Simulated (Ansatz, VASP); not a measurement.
## Two plane-wave programs on InSbO

```xyz
3
Lattice="3.8603 0.0000 0.0000 -1.9301 3.3431 0.0000 0.0000 0.0000 5.4785" Properties=species:S:1:pos:R:3 pbc="T T T"
In    0.0000    0.0000    0.0000
Sb    0.0000    2.2287    2.7392
O     1.9301    1.1144    2.7392
```

Change from the starting cell: species swapped into the NdAlSi type (P-6m2, No. 187).

Alike in both runs: functional PBE; k mesh 6 × 6 × 4; occupations gaussian, width 0.1 eV; no spin polarisation.

Ansatz relaxed the structure, and its values are those at the end. VASP's run is a single point on that final structure, the one shown.

|  | VASP | Ansatz |
| --- | --- | --- |
| version | VASP 6.6.1 | Ansatz 0.2.0 |
| potentials or method | VASP PAW PBE potentials, release 64 (In_d, Sb, O), cutoff 520 eV | scalar-relativistic, plane waves, PAW |
| valence electrons in the cell | 24 | 34 |

Ansatz gave:

* gap on the k mesh at the Fermi level (eV): none
* pressure (GPa): 0.1

Task: Which values does VASP return?

Result: gap on the k mesh at the Fermi level (eV): none; pressure (GPa): -0.3.

A gap of «none» marks a metal or a gap that the smearing closes. With one functional, cell and mesh, what is left measures potentials, basis and numerics. VASP's potentials hold 24 valence electrons a cell and Ansatz's 34, so a difference there can come from the potentials and not from the codes.

Spin-orbit coupling is off throughout.
